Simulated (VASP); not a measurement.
# Al12Pt in VASP: notebook, part 2 of 2

VASP 6.6.1. Earlier steps stand in the parts before.

### Step 3. Single point, PBEsol

File INCAR:

```
SYSTEM = Al12Pt
  ALGO = Normal
  EDIFF = 1E-7
  ENCUT = 520
  GGA = PS
  ISIF = 2
  ISMEAR = -1
  LASPH = .True.
  LCHARG = .True.
  LELF = .True.
  LREAL = .False.
  LVHAR = .True.
  LWAVE = .False.
  NBANDS = 35
  NELM = 100
  PREC = Accurate
  SIGMA = 0.05
```

File KPOINTS:

```
k-points
0
Gamma
  3 3 1
  0 0 0
```

File POSCAR:

```
Al12Pt
1.0
    5.7275650000      0.0000000000      0.0000000000
    2.8637820000      4.9602170000      0.0000000000
    0.0000000000      0.0000000000     16.6765370000
Al Pt
12 1
Direct
    0.1666666208      0.1666667003      0.0599644878
    0.6666667081      0.1666667003      0.0599644878
    0.1666666712      0.6666665995      0.0599644878
    0.6666667585      0.6666665995      0.0599644878
   -0.1667268513      0.3333664636      0.1982375598
    0.3341869052      0.3317580662      0.1994675513
   -0.1681616984      0.8340778236      0.1993446241
    0.3341867330      0.8340483894      0.1994626342
   -0.0125198156      0.0251374083      0.3375266100
    0.5001663538     -0.0000881010      0.3379933736
   -0.0125129165      0.4873923863      0.3375338057
    0.5248582278      0.4875718139      0.3377405033
    0.1659808715      0.6670300916      0.4307078262
```

Potentials or basis: VASP PAW PBE potentials, release 64 (Al, Pt).

Launch:

```
> cat potpaw_PBE.64/Al/POTCAR potpaw_PBE.64/Pt/POTCAR > POTCAR
> mpirun -np 1 vasp_std > vasp.out
```

OUTCAR:

```text
SYSTEM = Al12Pt
   EDIFF = 1E-7
   ENCUT = 520
   GGA = PS
   ISIF = 2
   ISMEAR = -1
   LASPH = .True.
   LREAL = .False.
   NELM = 100
   PREC = Accurate

 ion  position               nearest neighbor table
   1  0.167  0.167  0.060-   5 2.84   8 2.85   6 2.85   2 2.86   4 2.86   3 2.86   3 2.86   2 2.86
                             4 2.86
   2  0.667  0.167  0.060-   5 2.84   7 2.85   6 2.85   1 2.86   4 2.86   3 2.86   3 2.86   4 2.86
                             1 2.86
   3  0.167  0.667  0.060-   7 2.86   8 2.86   6 2.86   4 2.86   1 2.86   2 2.86   2 2.86   1 2.86
                             4 2.86
   4  0.667  0.667  0.060-   5 2.84   7 2.85   8 2.85   3 2.86   1 2.86   2 2.86   2 2.86   3 2.86
                             1 2.86
   5  0.833  0.333  0.198-   9 2.78  11 2.78  12 2.78   4 2.84   2 2.84   1 2.84   8 2.86   6 2.86
                             7 2.86   7 2.86   6 2.86   8 2.86
   6  0.334  0.332  0.199-  10 2.84   7 2.85   8 2.85   2 2.85   1 2.85   3 2.86   5 2.86   5 2.86
                            11 2.88   8 2.88   7 2.88  12 2.88
   7  0.832  0.834  0.199-  10 2.84   4 2.85   2 2.85   6 2.85   8 2.85   3 2.86   5 2.86   5 2.86
                             9 2.88   8 2.88   6 2.88  11 2.88
   8  0.334  0.834  0.199-  10 2.84   7 2.85   6 2.85   4 2.85   1 2.85   3 2.86   5 2.86   5 2.86
                             9 2.88   6 2.88   7 2.88  12 2.88
   9  0.987  0.025  0.338-  13 2.36  11 2.65  12 2.65   5 2.78  10 2.87  10 2.87   8 2.88   7 2.88
                            12 3.08  11 3.08
  10  0.500  1.000  0.338-   6 2.84   8 2.84   7 2.84  11 2.87   9 2.87  12 2.87  12 2.87   9 2.87
                            11 2.87
  11  0.987  0.487  0.338-  13 2.36   9 2.65  12 2.65   5 2.78  10 2.87  10 2.87   6 2.88   7 2.88
                            12 3.08   9 3.08
  12  0.525  0.488  0.338-  13 2.36   9 2.65  11 2.65   5 2.78  10 2.87  10 2.87   6 2.88   8 2.88
                            11 3.08   9 3.08
  13  0.166  0.667  0.431-   9 2.36  11 2.36  12 2.36

  LATTYP: Found a hexagonal cell.
 ALAT       =     5.7275649303
 C/A-ratio  =     2.9116277516

  Lattice vectors:

 A1 = (  -2.8637820000,  -4.9602170000,   0.0000000000)
 A2 = (   5.7275650000,   0.0000000000,   0.0000000000)
 A3 = (   0.0000000000,   0.0000000000,  16.6765370000)

Analysis of symmetry for initial positions (statically):
=====================================================================
 Subroutine PRICEL returns:
 Original cell was already a primitive cell.

 Routine SETGRP: Setting up the symmetry group for a
 hexagonal supercell.

 Subroutine GETGRP returns: Found  1 space group operations
 (whereof  1 operations were pure point group operations)
 out of a pool of 24 trial point group operations.

The static configuration has the point symmetry C_1 .

Analysis of symmetry for dynamics (positions and initial velocities):
=====================================================================
 Subroutine PRICEL returns:
 Original cell was already a primitive cell.

 Routine SETGRP: Setting up the symmetry group for a
 hexagonal supercell.

 Subroutine GETGRP returns: Found  1 space group operations
 (whereof  1 operations were pure point group operations)
 out of a pool of 24 trial point group operations.
[... 86 lines left out ...]
   number of dos      NEDOS =    301   number of ions     NIONS =     13
   total plane-waves  NPLWV = 290304
   dimension x,y,z NGX =    48 NGY =   48 NGZ =  126
   dimension x,y,z NGXF=    96 NGYF=   96 NGZF=  252
   ions per type =              12   1
   NGX,Y,Z   is equivalent  to a cutoff of  13.93, 13.93, 12.56 a.u.
   NGXF,Y,Z  is equivalent  to a cutoff of  27.86, 27.86, 25.12 a.u.
 SYSTEM =  Al12Pt
   PREC   = accura    normal or accurate (medium, high low for compatibility)
   ISTART =      0    job   : 0-new  1-cont  2-samecut
   ICHARG =      2    charge: 1-file 2-atom 10-const
   ISPIN  =      1    spin polarized calculation?
   LNONCOLLINEAR =      F non collinear calculations
   LSORBIT =      F    spin-orbit coupling
   LASPH  =      T    aspherical Exc in radial PAW
   ENCUT  =  520.0 eV  38.22 Ry    6.18 a.u.  10.65 10.65 31.01*2*pi/ulx,y,z
   NELM   =    100;   NELMIN=  2; NELMDL= -5     # of ELM steps
   EDIFF  = 0.1E-06   stopping-criterion for ELM
   LREAL  =      F    real-space projection
   EDIFFG = 0.1E-05   stopping-criterion for IOM
   NSW    =      0    number of steps for IOM
   IBRION =     -1    ionic relax: 0-MD 1-quasi-New 2-CG
   NFREE  =      0    steps in history (QN), initial steepest desc. (CG)
   ISIF   =      2    stress and relaxation
   ISYM   =      2    0-nonsym 1-usesym 2-fastsym
   POTIM  = 0.5000    time-step for ionic-motion
   TEBEG  =    0.0;   TEEND  =   0.0 temperature during run
   PSTRESS=    0.0 pullay stress
   NELECT =      46.0000    total number of electrons
   NUPDOWN=      -1.0000    fix difference up-down
   EMIN   =  10.00;   EMAX   =-10.00  energy-range for DOS
   EFERMI =   0.00;   METHOD = LEGACY
   ISMEAR =    -1;   SIGMA  =   0.05  broadening in eV -4-tet -1-fermi 0-gaus
   EFERMI_NEDOS =   21; number of points for ismear=-14 and -15
   IALGO  =     38    algorithm
   IMIX   =      4    mixing-type and parameters
     AMIX     =   0.40;   BMIX     =  1.00
     AMIX_MAG =   1.60;   BMIX_MAG =  1.00
  volume/ion in A,a.u.               =      36.44       245.94
  Fermi-wavevector in a.u.,A,eV,Ry     =   0.752434  1.421895  7.703039  0.566157
  Thomas-Fermi vector in A             =   1.849644
   LORBIT       =      0    0 simple, 1 ext, 2 COOP (PROOUT), +10 PAW based schemes
   GGA     = PS    functional components
   LHFCALC =     F    Hartree Fock is set to
   AEXX    =    0.0000 exact exchange contribution
   IVDW    =     0    specifies the selected vdW correction
   LEPSILON=     F    determine dielectric tensor
   LRPA    =     F    only Hartree local field effects (RPA)
 non-spin polarized calculation
  energy-cutoff  :      520.00
  volume of cell :      473.78
 maximum number of plane-waves:     12795
 NGX is ok and might be reduce to    42
   NGX = 21   NGY = 21   NGZ = 63

 number of electron      46.0000000 magnetization

 Free energy of the ion-electron system (eV)
  ---------------------------------------------------
  ext. energy  EPLUGINS =         0.00000000
  ---------------------------------------------------
  free energy    TOTEN  =       -53.08380098 eV

  energy without entropy =      -52.99217671  energy(sigma->0) =      -53.03798884

 E-fermi :   1.4089     XC(G=0):  -5.7764

 val. band max:        1.3961946414   @ k =   0.3333   0.0000   0.0000
 cond. band min:       1.4838895907   @ k =   0.3333   0.3333   0.0000
 fundamental gap:      0.0876949492
 Fermi energy:         1.4088576650

 k-point     1 :       0.0000    0.0000    0.0000
  band No.  band energies     occupation
      1      -9.0924      2.00000
      2      -7.4607      2.00000
      3      -4.9848      2.00000
      4      -3.4807      2.00000
      5      -3.4480      2.00000
      6      -3.4466      2.00000
[... 179 lines left out ...]
     34       4.6682      0.00000
     35       4.7219      0.00000

------------------------ aborting loop because EDIFF is reached ----------------------------------------

  FORCE on cell =-STRESS in cart. coord.  units (eV):
  Direction    XX          YY          ZZ          XY          YZ          ZX
  --------------------------------------------------------------------------------------
  -------------------------------------------------------------------------------------
  Total       -2.6143329     -2.5929132      0.0837736      0.0173106     -0.0033419      0.0053615
  in kB       -8.8408678     -8.7684331      0.2832966      0.0585392     -0.0113014      0.0181311
  external PRESSURE =      -5.7753348 kB  Pullay stress =       0.0000000 kB

 VOLUME and BASIS-vectors are now :
 -----------------------------------------------------------------------------
  energy-cutoff  :      520.00
  volume of cell :      473.78
      direct lattice vectors                 reciprocal lattice vectors
     5.727565000  0.000000000  0.000000000     0.174594265 -0.100802024  0.000000000
     2.863782000  4.960217000  0.000000000     0.000000000  0.201604083  0.000000000
     0.000000000  0.000000000 16.676537000     0.000000000  0.000000000  0.059964488

 POSITION                                       TOTAL-FORCE (eV/Angst)
 -----------------------------------------------------------------------------------
      1.43189      0.82670      1.00000         0.033018     -0.019079     -0.074998
      4.29567      0.82670      1.00000        -0.032971     -0.019313     -0.076366
      2.86378      3.30681      1.00000        -0.000201      0.000124      0.210901
      5.72757      3.30681      1.00000         0.000227      0.038221     -0.076444
      5.72731      1.65357      3.30592        -0.000532      0.000281     -0.002816
      2.86416      1.64559      3.32643        -0.000637      0.001954     -0.001870
      7.15302      4.13721      3.32438         0.001872     -0.001015      0.001788
      4.30261      4.13706      3.32635        -0.002018     -0.000363     -0.001711
      5.72784      0.12469      5.62878        -0.000089      0.003906      0.003241
      5.72827      4.95978      5.63656        -0.001547      0.001021      0.006183
      7.05168      2.41757      5.62889        -0.003528     -0.001972      0.003102
      4.40246      2.41846      5.63234         0.004650     -0.002719     -0.000473
      2.86090      3.30861      7.18271         0.001756     -0.001045      0.009464
 -----------------------------------------------------------------------------------
    total drift:                                0.000021     -0.000013     -0.000317

  FREE ENERGIE OF THE ION-ELECTRON SYSTEM (eV)
  ---------------------------------------------------
  free  energy   TOTEN  =       -53.0838009809 eV

  energy  without entropy=      -52.9921767067  energy(sigma->0) =      -53.03798884
```

It took 2.3 min on 1 thread of AMD EPYC 9R45 (Zen 5), shared host; peak memory 0.59 GiB.

What came out:

* Free energy: -53.0838 eV
* Largest force: 0.211 eV/Å
* Band gap on the k mesh: zero (bands 23 and 24 overlap by 0.05 eV)

Forces in eV/Å, atoms in the order of the input:
```
Al   0.033 -0.019 -0.075
Al  -0.033 -0.019 -0.076
Al   0.000  0.000  0.211
Al   0.000  0.038 -0.076
Al  -0.001  0.000 -0.003
Al  -0.001  0.002 -0.002
Al   0.002 -0.001  0.002
Al  -0.002  0.000 -0.002
Al   0.000  0.004  0.003
Al  -0.002  0.001  0.006
Al  -0.004 -0.002  0.003
Al   0.005 -0.003  0.000
Pt   0.002 -0.001  0.009
```

Levels at points of the mesh, in eV from the Fermi level:
```tsv
k point	band 19	band 20	band 21	band 22	band 23	band 24	band 25	band 26	band 27	band 28
(0.00, 0.00, 0.00)	-2.18	-2.18	-1.91	-0.82	-0.28	-0.06	-0.06	0.28	0.28	0.45
```

Caveat: the k points lie up to 0.42 Å⁻¹ apart; the PAW data sets were made with another functional, which shifts forces and pressure a little; spin-orbit coupling is left out, which moves the levels of the heavy elements.

### Step 4. Single point, PBEsol

File INCAR:

```
PREC = Accurate
ENCUT = 520
EDIFF = 1E-6
ISMEAR = -1
SIGMA = 0.05
LREAL = False
LASPH = True
NELM = 60
ALGO = Normal
ISIF = 2
LWAVE = False
LCHARG = True
GGA = PS
LELF = True
LVHAR = True
NBANDS = 35
```

File KPOINTS:

```
Automatic mesh
0
Gamma
  3 3 1
```

File POSCAR:

```
Al12Pt
1.0
    5.7275650000      0.0000000000      0.0000000000
    2.8637820000      4.9602170000      0.0000000000
    0.0000000000      0.0000000000     16.6765370000
Al Pt
12 1
Direct
    0.1666666208      0.1666667003      0.0599644878
    0.6666667081      0.1666667003      0.0599644878
    0.1666666712      0.6666665995      0.0599644878
    0.6666667585      0.6666665995      0.0599644878
   -0.1658133039      0.3340482886      0.1994626342
    0.3318381639      0.3340779244      0.1993446241
   -0.1658129571      0.8317579654      0.1994675513
    0.3332730110      0.8333665644      0.1982375598
    0.0248581909     -0.0124282869      0.3377405033
    0.4874870466     -0.0126077145      0.3375338057
    0.0001662161      0.4999119998      0.3379933736
    0.4874800467      0.5251375091      0.3375266100
    0.6659807338      0.1670301924      0.4307078262
```

Potentials or basis: VASP PAW PBE potentials, release 64 (Al, Pt).

Launch:

```
> cat potpaw_PBE.64/Al/POTCAR potpaw_PBE.64/Pt/POTCAR > POTCAR
> mpirun -np 1 vasp_std > vasp.out
```

OUTCAR:

```text
PREC = Accurate
   ENCUT = 520
   EDIFF = 1E-6
   ISMEAR = -1
   LREAL = False
   LASPH = True
   NELM = 60
   ISIF = 2
   GGA = PS

 ion  position               nearest neighbor table
   1  0.167  0.167  0.060-   8 2.84   6 2.85   5 2.85   2 2.86   4 2.86   3 2.86   3 2.86   2 2.86
                             4 2.86
   2  0.667  0.167  0.060-   6 2.86   5 2.86   7 2.86   1 2.86   4 2.86   3 2.86   3 2.86   4 2.86
                             1 2.86
   3  0.167  0.667  0.060-   8 2.84   6 2.85   7 2.85   4 2.86   1 2.86   2 2.86   2 2.86   1 2.86
                             4 2.86
   4  0.667  0.667  0.060-   8 2.84   5 2.85   7 2.85   3 2.86   1 2.86   2 2.86   2 2.86   3 2.86
[... 415 lines left out ...]
  volume of cell :      473.78
      direct lattice vectors                 reciprocal lattice vectors
     5.727565000  0.000000000  0.000000000     0.174594265 -0.100802024  0.000000000
     2.863782000  4.960217000  0.000000000     0.000000000  0.201604083  0.000000000
     0.000000000  0.000000000 16.676537000     0.000000000  0.000000000  0.059964488

 POSITION                                       TOTAL-FORCE (eV/Angst)
 -----------------------------------------------------------------------------------
      1.43189      0.82670      1.00000         0.000229      0.038217     -0.076441
      4.29567      0.82670      1.00000        -0.000204      0.000122      0.210904
      2.86378      3.30681      1.00000        -0.032967     -0.019311     -0.076364
      5.72757      3.30681      1.00000         0.033015     -0.019076     -0.074995
      5.73450      1.65695      3.32635        -0.002020     -0.000360     -0.001704
      2.85735      1.65710      3.32438         0.001875     -0.001020      0.001795
      7.15983      4.12570      3.32643        -0.000642      0.001958     -0.001861
      4.29542      4.13368      3.30592        -0.000528      0.000279     -0.002807
      2.97057      4.89857      5.63234         0.004643     -0.002712     -0.000466
      5.61979      4.89768      5.62889        -0.003520     -0.001965      0.003108
      1.43259      2.47967      5.63656        -0.001546      0.001018      0.006185
      4.29595      2.60480      5.62878        -0.000090      0.003897      0.003245
      4.29279      0.82851      7.18271         0.001756     -0.001046      0.009402
 -----------------------------------------------------------------------------------
    total drift:                                0.000020     -0.000012     -0.000359

  FREE ENERGIE OF THE ION-ELECTRON SYSTEM (eV)
  ---------------------------------------------------
  free  energy   TOTEN  =       -53.0838010912 eV

  energy  without entropy=      -52.9921771193  energy(sigma->0) =      -53.03798911
```

Wall time 2.1 min (1 thread of AMD EPYC 9R45 (Zen 5), shared host); peak memory 0.59 GiB.

What came out:

| Property | Result |
| --- | --- |
| Free energy | -53.0838 eV |
| Largest force | 0.211 eV/Å |
| Band gap on the k mesh | zero (bands 23 and 24 overlap by 0.05 eV) |

Forces in eV/Å, atoms in the order of the input:
```
Al   0.000  0.038 -0.076
Al   0.000  0.000  0.211
Al  -0.033 -0.019 -0.076
Al   0.033 -0.019 -0.075
Al  -0.002  0.000 -0.002
Al   0.002 -0.001  0.002
Al  -0.001  0.002 -0.002
Al  -0.001  0.000 -0.003
Al   0.005 -0.003  0.000
Al  -0.004 -0.002  0.003
Al  -0.002  0.001  0.006
Al   0.000  0.004  0.003
Pt   0.002 -0.001  0.009
```

Levels at points of the mesh, in eV from the Fermi level:
| k point | band 20 | band 21 | band 22 | band 23 | band 24 | band 25 | band 26 | band 27 |
| --- | --- | --- | --- | --- | --- | --- | --- | --- |
| (0.00, 0.00, 0.00) | -2.18 | -1.91 | -0.82 | -0.28 | -0.06 | -0.06 | 0.28 | 0.28 |

Caveat: the k points lie up to 0.42 Å⁻¹ apart; the PAW data sets were made with another functional, which shifts forces and pressure a little; spin-orbit coupling is left out, which moves the levels of the heavy elements.

### Step 5. Relaxation of the atoms, PBEsol

File INCAR:

```
ALGO     = Normal         # electronic algorithm
EDIFF    = 1E-6           # SCF threshold, eV
EDIFFG   = -0.03          # ionic threshold
ENCUT    = 520            # plane-wave cutoff, eV
GGA      = PS             # functional
IBRION   = 2              # ionic algorithm
ISIF     = 2              # what is computed and relaxed
ISMEAR   = -1             # smearing method
LASPH    = True           # aspherical terms in the spheres
LCHARG   = False          # write CHGCAR
LREAL    = False          # projectors in reciprocal space
LWAVE    = False          # write WAVECAR
NELM     = 60             # most SCF steps
NSW      = 80             # ionic steps
PREC     = Accurate       # precision mode
SIGMA    = 0.05           # smearing width, eV
```

File KPOINTS:

```
k-points
0
Gamma
  3 3 1
```

File POSCAR:

```
Al12Pt
1.0
    5.7275650000      0.0000000000      0.0000000000
    2.8637820000      4.9602170000      0.0000000000
    0.0000000000      0.0000000000     16.6765370000
Al Pt
12 1
Selective dynamics
Direct
    0.1666667000      0.1666667000      0.0599645000  F F F
    0.6666667000      0.1666667000      0.0599645000  F F F
    0.1666667000      0.6666667000      0.0599645000  F F F
    0.6666667000      0.6666667000      0.0599645000  F F F
   -0.1666667000      0.3333333000      0.2001776000  T T T
    0.3333333000      0.3333333000      0.2001776000  T T T
   -0.1666667000      0.8333333000      0.2001776000  T T T
    0.3333333000      0.8333333000      0.2001776000  T T T
    0.0000000000      0.0000000000      0.3403906000  T T T
    0.5000000000      0.0000000000      0.3403906000  T T T
    0.0000000000      0.5000000000      0.3403906000  T T T
    0.5000000000      0.5000000000      0.3403906000  T T T
    0.1469925000      0.6774514000      0.4657164000  T T T
```

Launch:

```
> cat potpaw_PBE.64/Al/POTCAR potpaw_PBE.64/Pt/POTCAR > POTCAR
> mpirun -np 1 vasp_std > vasp.out
```

Run time: 34 min. Hardware: 1 thread of Intel Xeon Platinum 8259CL at 2.50GHz (Skylake/Cascade Lake), shared host; peak memory 0.66 GiB.

The run converged. Its results:

- Free energy: -53.0837 eV
- Energy gained by relaxing: 94.0 meV/atom
- Ionic steps: 19
- Band gap on the k mesh: zero (bands 23 and 24 overlap by 0.06 eV)

The path:
```csv
step,energy change (eV),largest force on free atoms (eV/Å),pressure (GPa)
1,0.0000,3.7533,-2.56
2,-0.7144,2.3253,-2.06
3,-0.9433,1.3782,-1.24
4,-1.1315,0.6115,-1.18
5,-1.1692,0.3858,-1.08
6,-1.1814,0.2153,-1.10
7,-1.1836,0.3360,-1.11
8,-1.1923,0.1810,-1.02
9,-1.1946,0.2417,-0.94
10,-1.2024,0.1265,-0.91
11,-1.2076,0.1608,-0.85
12,-1.2140,0.1043,-0.80
13,-1.2168,0.0917,-0.73
14,-1.2181,0.0921,-0.68
15,-1.2182,0.0929,-0.67
16,-1.2193,0.0812,-0.67
17,-1.2205,0.0555,-0.66
18,-1.2211,0.0356,-0.64
19,-1.2215,0.0190,-0.61
```

Final structure:
```yaml
crystal:
  lattice:
    - [5.72757, 0.00000, 0.00000]
    - [2.86378, 4.96022, 0.00000]
    - [0.00000, 0.00000, 16.67654]
  atoms:
    - { symbol: Al, position: [0.16667, 0.16667, 0.05996] }
    - { symbol: Al, position: [0.66667, 0.16667, 0.05996] }
    - { symbol: Al, position: [0.16667, 0.66667, 0.05996] }
    - { symbol: Al, position: [0.66667, 0.66667, 0.05996] }
    - { symbol: Al, position: [0.83203, 0.33405, 0.19821] }
    - { symbol: Al, position: [0.33280, 0.33240, 0.19974] }
    - { symbol: Al, position: [0.83018, 0.83497, 0.19980] }
    - { symbol: Al, position: [0.33282, 0.83493, 0.19975] }
    - { symbol: Al, position: [0.98553, 0.02646, 0.33799] }
    - { symbol: Al, position: [0.49840, 0.00087, 0.33841] }
    - { symbol: Al, position: [0.98551, 0.48816, 0.33797] }
    - { symbol: Al, position: [0.52307, 0.48855, 0.33788] }
    - { symbol: Pt, position: [0.16430, 0.66799, 0.43107] }
```

Levels at points of the mesh, in eV from the Fermi level:
| k point | band 21 | band 22 | band 23 | band 24 | band 25 | band 26 |
| --- | --- | --- | --- | --- | --- | --- |
| (0.00, 0.00, 0.00) | -1.91 | -0.82 | -0.29 | -0.07 | -0.07 | 0.28 |

Caveat: the k points lie up to 0.42 Å⁻¹ apart; the PAW data sets were made with another functional, which shifts forces and pressure a little; spin-orbit coupling is left out, which moves the levels of the heavy elements.
